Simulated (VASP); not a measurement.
# Eu (Im-3m) in VASP: further runs

Runs on Eu. Level: PBE. Tasks: single point.

Program: VASP 6.6.1. These are calculated values, not measurements. Logs are shortened: lines on timing, memory, paths and dates and some standing lists are left out, and cuts for length are marked.

### Step 1. The cell of the first run

The structure is cubic, space group Im-3m (No. 229). The conventional cell has a = 4.068 Å, b = 4.068 Å, c = 4.068 Å, α = 90.00°, β = 90.00°, γ = 90.00°. Within 4.6 Å of Eu (site symmetry m-3m) lie 14 Eu at 3.52 to 4.07 Å.

### Step 2. Single point, PBE, collinear spin, ferromagnetic start (33.66 Å³/atom)

INCAR reads:

```
SYSTEM = Eu
  PREC = Accurate
  ENCUT = 520
  EDIFF = 1E-6
  ISMEAR = 0
  SIGMA = 0.05
  LREAL = .False.
  LASPH = .True.
  NELM = 150
  ALGO = Normal
  ISIF = 2
  LWAVE = .False.
  LCHARG = .False.
  ISPIN = 2
  MAGMOM = 7.63
  LORBIT = 11
  LMAXMIX = 6
  GGA = PE
  NBANDS = 18
```

KPOINTS reads:

```
Automatic mesh
0
Gamma
  16 16 16
  0 0 0
```

POSCAR reads:

```
Eu
1.0
   -2.0339834985      2.0339834985      2.0339834985
    2.0339834985     -2.0339834985      2.0339834985
    2.0339834985      2.0339834985     -2.0339834985
Eu
1
Direct
    0.0000000000      0.0000000000      0.0000000000
```

Potentials or basis: VASP PAW PBE potentials, release 64 (Eu).

On the command line:

```bash
> cat potpaw_PBE.64/Eu/POTCAR > POTCAR
> mpirun -np 1 vasp_std > vasp.out
```

OUTCAR:

```text
SYSTEM = Eu
   PREC = Accurate
   ENCUT = 520
   EDIFF = 1E-6
   ISMEAR = 0
   LREAL = .False.
   LASPH = .True.
   NELM = 150
   ISIF = 2
   ISPIN = 2
   LORBIT = 11
   GGA = PE

 ion  position               nearest neighbor table
   1  0.000  0.000  0.000-

  LATTYP: Found a body centered cubic cell.
 ALAT       =     4.0679669970

  Lattice vectors:

 A1 = (  -2.0339834985,   2.0339834985,   2.0339834985)
 A2 = (   2.0339834985,  -2.0339834985,   2.0339834985)
 A3 = (   2.0339834985,   2.0339834985,  -2.0339834985)

Analysis of symmetry for initial positions (statically):
=====================================================================
 Subroutine PRICEL returns:
 Original cell was already a primitive cell.

 Routine SETGRP: Setting up the symmetry group for a
 body centered cubic supercell.

 Subroutine GETGRP returns: Found 48 space group operations
 (whereof 48 operations were pure point group operations)
 out of a pool of 48 trial point group operations.

The static configuration has the point symmetry O_h .

Analysis of symmetry for dynamics (positions and initial velocities):
=====================================================================
 Subroutine PRICEL returns:
 Original cell was already a primitive cell.

 Routine SETGRP: Setting up the symmetry group for a
 body centered cubic supercell.

 Subroutine GETGRP returns: Found 48 space group operations
 (whereof 48 operations were pure point group operations)
 out of a pool of 48 trial point group operations.

The dynamic configuration has the point symmetry O_h .

Analysis of structural, dynamic, and magnetic symmetry:
=====================================================================
 Subroutine PRICEL returns:
 Original cell was already a primitive cell.

 Routine SETGRP: Setting up the symmetry group for a
 body centered cubic supercell.

 Subroutine GETGRP returns: Found 48 space group operations
 (whereof 48 operations were pure point group operations)
 out of a pool of 48 trial point group operations.

The overall configuration has the point symmetry O_h .

 Subroutine INISYM returns: Found 48 space group operations
 (whereof 48 operations are pure point group operations),
 and found     1 'primitive' translations

----------------------------------------------------------------------------------------

                                     Primitive cell

  volume of cell :      33.6591
[... 100 lines left out ...]
   EMIN   =  10.00;   EMAX   =-10.00  energy-range for DOS
   EFERMI =   0.00;   METHOD = LEGACY
   ISMEAR =     0;   SIGMA  =   0.05  broadening in eV -4-tet -1-fermi 0-gaus
   EFERMI_NEDOS =   21; number of points for ismear=-14 and -15
   IALGO  =     38    algorithm
   IMIX   =      4    mixing-type and parameters
     AMIX     =   0.40;   BMIX     =  1.00
     AMIX_MAG =   1.60;   BMIX_MAG =  1.00
  volume/ion in A,a.u.               =      33.66       227.14
  Fermi-wavevector in a.u.,A,eV,Ry     =   1.303738  2.463708 23.126275  1.699733
  Thomas-Fermi vector in A             =   2.434720
   LORBIT       =     11    0 simple, 1 ext, 2 COOP (PROOUT), +10 PAW based schemes
   GGA     = PE    functional components
   LHFCALC =     F    Hartree Fock is set to
   AEXX    =    0.0000 exact exchange contribution
   IVDW    =     0    specifies the selected vdW correction
   LEPSILON=     F    determine dielectric tensor
   LRPA    =     F    only Hartree local field effects (RPA)
 spin polarized calculation
 Gauss-broadening in eV      SIGMA  =   0.05
  energy-cutoff  :      520.00
  volume of cell :       33.66
 maximum number of plane-waves:       937
 NGX is ok and might be reduce to    28

 number of electron      17.0000005 magnetization       7.1631066

 Free energy of the ion-electron system (eV)
  ---------------------------------------------------
  ext. energy  EPLUGINS =         0.00000000
  ---------------------------------------------------
  free energy    TOTEN  =       -11.34611507 eV

  energy without entropy =      -11.34491145  energy(sigma->0) =      -11.34551326

 E-fermi :   2.9837     XC(G=0):  -9.7793

 val. band max:        2.9816241878   @ k =   0.5000   0.5000   0.2500
 cond. band min:       2.9960560718   @ k =  -0.4375  -0.4375   0.1875
 fundamental gap:      0.0144318841
 Fermi energy:         2.9837188101

 spin component 1

 k-point     1 :       0.0000    0.0000    0.0000
  band No.  band energies     occupation
      1     -38.5020      1.00000
      2     -16.8219      1.00000
      3     -16.8219      1.00000
      4     -16.8219      1.00000
      5      -1.6139      1.00000
      6       2.3995      1.00000
[... 493 lines left out ...]
     17       9.1645      0.00000
     18      12.6276      0.00000

 [... further k-points ...]

 spin component 2

 k-point     1 :       0.0000    0.0000    0.0000
  band No.  band energies     occupation
      1     -35.4246      1.00000
      2     -14.4994      1.00000
      3     -14.4994      1.00000
      4     -14.4994      1.00000
      5      -0.7729      1.00000
      6       6.0689      0.00000
[... 493 lines left out ...]
     17      10.5939      0.00000
     18      13.9107      0.00000

 [... further k-points ...]

------------------------ aborting loop because EDIFF is reached ----------------------------------------

  FORCE on cell =-STRESS in cart. coord.  units (eV):
  Direction    XX          YY          ZZ          XY          YZ          ZX
  --------------------------------------------------------------------------------------
  -------------------------------------------------------------------------------------
  Total        0.9140413      0.9140413      0.9140413      0.0000000      0.0000000     -0.0000000
  in kB       43.5085024     43.5085024     43.5085024      0.0000000      0.0000000     -0.0000000
  external PRESSURE =      43.5085024 kB  Pullay stress =       0.0000000 kB

 VOLUME and BASIS-vectors are now :
 -----------------------------------------------------------------------------
  energy-cutoff  :      520.00
  volume of cell :       33.66
      direct lattice vectors                 reciprocal lattice vectors
    -2.033983499  2.033983499  2.033983499     0.000000000  0.245823037  0.245823037
     2.033983499 -2.033983499  2.033983499     0.245823037  0.000000000  0.245823037
     2.033983499  2.033983499 -2.033983499     0.245823037  0.245823037  0.000000000

 POSITION                                       TOTAL-FORCE (eV/Angst)
 -----------------------------------------------------------------------------------
      0.00000      0.00000      0.00000        -0.000000     -0.000000     -0.000000
 -----------------------------------------------------------------------------------
    total drift:                               -0.000000     -0.000000     -0.000000

  FREE ENERGIE OF THE ION-ELECTRON SYSTEM (eV)
  ---------------------------------------------------
  free  energy   TOTEN  =       -11.3461150745 eV

  energy  without entropy=      -11.3449114475  energy(sigma->0) =      -11.34551326

 total charge

# of ion       s       p       d       f       tot
--------------------------------------------------
    1        2.099   5.693   0.413   6.582  14.786

 magnetization (x)

# of ion       s       p       d       f       tot
--------------------------------------------------
    1       -0.000  -0.089   0.141   6.575   6.627
```

stdout:

```text
POSCAR found type information on POSCAR Eu
 POSCAR found :  1 types and       1 ions
 scaLAPACK will be used
 LDA part: xc-table for (Slater+PW92), standard interpolation
 POSCAR, INCAR and KPOINTS ok, starting setup
 FFT: planning ... GRIDC
 FFT: planning ... GRID_SOFT
 FFT: planning ... GRID
 WAVECAR not read
 entering main loop
```

Run time: 1.7 min. Hardware: 1 thread of Intel Xeon 6975P-C (Granite Rapids), shared host; peak memory 0.29 GiB.

What came out:

```yaml
Free_energy: -11.3461 eV
Pressure: 4.4 GPa
Net_moment: 7.16 μB per cell
Site_moments: Eu +6.63 μB
Valence_electrons_inside_the_program's_atomic_spheres: Eu 14.79
```

Levels at points of the mesh, in eV from the Fermi level:
Spin up:
| k point | band 9 | band 10 | band 11 | band 12 | band 13 | band 14 | band 15 | band 16 |
| --- | --- | --- | --- | --- | --- | --- | --- | --- |
| (0.00, 0.00, 0.00) | -0.33 | -0.33 | -0.33 | -0.28 | 2.01 | 2.01 | 2.01 | 4.18 |
| (0.50, 0.00, 0.00) | -0.35 | -0.35 | -0.33 | -0.31 | 0.26 | 1.73 | 4.18 | 5.03 |
| (0.50, 0.50, 0.50) | -0.50 | -0.50 | -0.27 | -0.27 | -0.27 | 6.48 | 6.48 | 6.48 |
Spin down:
```tsv
k point	band 2	band 3	band 4	band 5	band 6	band 7	band 8	band 9
(0.00, 0.00, 0.00)	-17.48	-17.48	-17.48	-3.76	3.09	3.09	3.09	3.84
(0.50, 0.00, 0.00)	-18.55	-17.81	-17.50	-1.17	1.21	2.46	3.79	4.20
(0.50, 0.50, 0.50)	-18.20	-18.20	-18.20	-0.83	-0.83	4.04	4.04	4.04
```

Caveat: the cell stands under pressure; spin-orbit coupling is left out, which moves the levels of the heavy elements; semilocal functionals describe open f shells poorly, which spoils levels, moments and volumes. The state reached can hang on the start; a lower one may exist.

### Step 3. Single point, PBE, collinear spin, ferromagnetic start (35.34 Å³/atom)

This run uses another cell than the first one, of 35.34 Å³/atom.

INCAR reads:

```
  PREC = Accurate
  ENCUT = 520
  EDIFF = 1E-6
  ISMEAR = 0
  SIGMA = 0.05
  LREAL = False
  LASPH = True
  NELM = 150
  ALGO = Fast
  ISIF = 2
  LWAVE = False
  LCHARG = False
  ISPIN = 2
  MAGMOM = 7.65
  LORBIT = 11
  LMAXMIX = 6
  GGA = PE
  NBANDS = 18
```

KPOINTS reads:

```
Automatic mesh
0
Gamma
  16 16 16
```

POSCAR reads:

```
Eu
1.0
   -2.0673334177      2.0673334177      2.0673334177
    2.0673334177     -2.0673334177      2.0673334177
    2.0673334177      2.0673334177     -2.0673334177
Eu
1
Direct
    0.0000000000      0.0000000000      0.0000000000
```

Potentials or basis: VASP PAW PBE potentials, release 64 (Eu).

On the command line:

```bash
> cat potpaw_PBE.64/Eu/POTCAR > POTCAR
> mpirun -np 1 vasp_std > vasp.out
```

It took 4 min on 1 thread of Intel Xeon 6975P-C (Granite Rapids), shared host; peak memory 0.3 GiB.

Results (log left out):

```
Free energy                                           : -11.3859 eV
Pressure                                              : 3.0 GPa
Net moment                                            : 7.18 μB per cell
Site moments                                          : Eu +6.63 μB
Valence electrons inside the program's atomic spheres : Eu 14.77
```

Levels at points of the mesh, in eV from the Fermi level:
Spin up:
| k point | band 10 | band 11 | band 12 | band 13 | band 14 | band 15 |
| --- | --- | --- | --- | --- | --- | --- |
| (0.00, 0.00, 0.00) | -0.34 | -0.34 | -0.29 | 1.97 | 1.97 | 1.97 |
| (0.50, 0.00, 0.00) | -0.35 | -0.34 | -0.32 | 0.30 | 1.55 | 4.01 |
| (0.50, 0.50, 0.50) | -0.50 | -0.28 | -0.28 | -0.28 | 6.19 | 6.19 |
Spin down:
| k point | band 2 | band 3 | band 4 | band 5 | band 6 | band 7 | band 8 | band 9 |
| --- | --- | --- | --- | --- | --- | --- | --- | --- |
| (0.00, 0.00, 0.00) | -17.58 | -17.58 | -17.58 | -3.75 | 3.02 | 3.02 | 3.02 | 3.87 |
| (0.50, 0.00, 0.00) | -18.51 | -17.87 | -17.59 | -1.12 | 1.24 | 2.24 | 3.82 | 4.21 |
| (0.50, 0.50, 0.50) | -18.21 | -18.21 | -18.21 | -0.71 | -0.71 | 4.03 | 4.03 | 4.03 |

Caveat: the cell stands under pressure; spin-orbit coupling is left out, which moves the levels of the heavy elements; semilocal functionals describe open f shells poorly, which spoils levels, moments and volumes.

### Step 4. Single point, PBE, collinear spin, ferromagnetic start

This run uses another cell than the first one: it holds 2 atoms, not 1.

INCAR reads:

```
PREC = Accurate
ENCUT = 520
EDIFF = 1E-7
ISMEAR = 0
SIGMA = 0.05
LREAL = False
LASPH = True
NELM = 150
ALGO = Fast
ISIF = 2
LWAVE = False
LCHARG = False
ISPIN = 2
MAGMOM = 7 7
LORBIT = 11
LMAXMIX = 6
GGA = PE
NBANDS = 28
```

KPOINTS reads:

```
regular mesh
0
Gamma
  8 8 8
```

POSCAR reads:

```
Eu
1.0
    4.3820846082      0.0000000000      0.0000000000
    0.0000000000      4.3820846082      0.0000000000
    0.0000000000      0.0000000000      4.3820846082
Eu
2
Direct
    0.0000000000      0.0000000000      0.0000000000
    0.5000000000      0.5000000000      0.5000000000
```

On the command line:

```bash
> cat potpaw_PBE.64/Eu/POTCAR > POTCAR
> mpirun -np 1 vasp_std > vasp.out
```

Wall time 6.3 min (1 thread of Intel Xeon 6975P-C (Granite Rapids), shared host); peak memory 0.34 GiB.

The run converged. Its results:

```
Free energy                                           : -22.8828 eV
Pressure                                              : -0.3 GPa
Net moment                                            : 14.48 μB per cell
Site moments                                          : Eu +6.66 μB
Valence electrons inside the program's atomic spheres : Eu 14.73
```

Levels at points of the mesh, in eV from the Fermi level:
Spin up:
```
           k point  band 21  band 22  band 23  band 24  band 25  band 26  band 27  band 28
(0.00, 0.00, 0.00)    -0.37    -0.33    -0.32    -0.32    -0.32     1.82     1.82     1.86
(0.50, 0.00, 0.00)    -0.38    -0.38    -0.38    -0.38     0.81     0.81     1.96     1.97
(0.50, 0.50, 0.00)    -0.36    -0.36    -0.35    -0.35     0.42     0.42     0.85     0.85
(0.50, 0.50, 0.50)    -0.38    -0.38     0.08     0.08     0.08     0.08     0.08     0.08
```
Spin down:
| k point | band 8 | band 9 | band 10 | band 11 | band 12 | band 13 |
| --- | --- | --- | --- | --- | --- | --- |
| (0.00, 0.00, 0.00) | -17.88 | -3.64 | -0.36 | -0.36 | 2.79 | 2.79 |
| (0.50, 0.00, 0.00) | -18.07 | -1.19 | -1.19 | 1.23 | 1.23 | 2.61 |
| (0.50, 0.50, 0.00) | -17.88 | -0.97 | -0.97 | 1.29 | 1.29 | 1.55 |
| (0.50, 0.50, 0.50) | -18.16 | 0.88 | 0.88 | 0.88 | 0.88 | 0.88 |

Caveat: spin-orbit coupling is left out, which moves the levels of the heavy elements; semilocal functionals describe open f shells poorly, which spoils levels, moments and volumes. The state reached can hang on the start; a lower one may exist.

### Step 5. Single point, PBE, collinear spin, antiferromagnetic start

This run uses another cell than the first one: it holds 2 atoms, not 1.

INCAR reads:

```
  ALGO = Normal
  EDIFF = 1E-6
  ENCUT = 520
  GGA = PE
  ISIF = 2
  ISMEAR = 0
  ISPIN = 2
  LASPH = True
  LCHARG = True
  LELF = True
  LMAXMIX = 6
  LORBIT = 11
  LREAL = False
  LVHAR = True
  LWAVE = False
  MAGMOM = 7 -7
  NBANDS = 28
  NELM = 150
  PREC = Accurate
  SIGMA = 0.05
```

KPOINTS reads:

```
k-points
0
Gamma
  8 8 8
```

POSCAR is that of step 4.

On the command line:

```bash
> cat potpaw_PBE.64/Eu/POTCAR > POTCAR
> mpirun -np 1 vasp_std > vasp.out
```

Run time: 1.7 min. Hardware: 1 thread of Intel Xeon 6975P-C (Granite Rapids), shared host; peak memory 0.32 GiB.

It converged, with:

```
Free energy                                           : -22.7978 eV
Pressure                                              : -0.2 GPa
Band gap on the k mesh                                : zero (filled and empty bands overlap)
Net moment                                            : 0.00 μB per cell
Site moments                                          : Eu +6.61, -6.61 μB
Valence electrons inside the program's atomic spheres : Eu 14.74
```

Levels at points of the mesh, in eV from the Fermi level:
Spin up:
| k point | band 15 | band 16 | band 17 | band 18 | band 19 | band 20 |
| --- | --- | --- | --- | --- | --- | --- |
| (0.00, 0.00, 0.00) | -0.23 | -0.21 | -0.21 | -0.21 | 2.35 | 2.35 |
| (0.50, 0.00, 0.00) | -0.25 | -0.18 | -0.18 | 0.65 | 1.56 | 2.01 |
| (0.50, 0.50, 0.00) | -0.23 | -0.18 | -0.17 | 0.92 | 0.92 | 1.28 |
| (0.50, 0.50, 0.50) | -0.18 | 0.46 | 0.46 | 0.46 | 0.66 | 0.66 |
Spin down:
```
           k point  band 14  band 15  band 16  band 17  band 18  band 19  band 20  band 21
(0.00, 0.00, 0.00)    -0.23    -0.23    -0.21    -0.21    -0.21     2.35     2.35     2.35
(0.50, 0.00, 0.00)    -0.25    -0.25    -0.18    -0.18     0.65     1.56     2.01     2.01
(0.50, 0.50, 0.00)    -0.23    -0.23    -0.18    -0.17     0.92     0.92     1.28     1.28
(0.50, 0.50, 0.50)    -0.18    -0.18     0.46     0.46     0.46     0.66     0.66     0.66
```

Caveat: spin-orbit coupling is left out, which moves the levels of the heavy elements; semilocal functionals describe open f shells poorly, which spoils levels, moments and volumes.

[end of part 1 of 2]
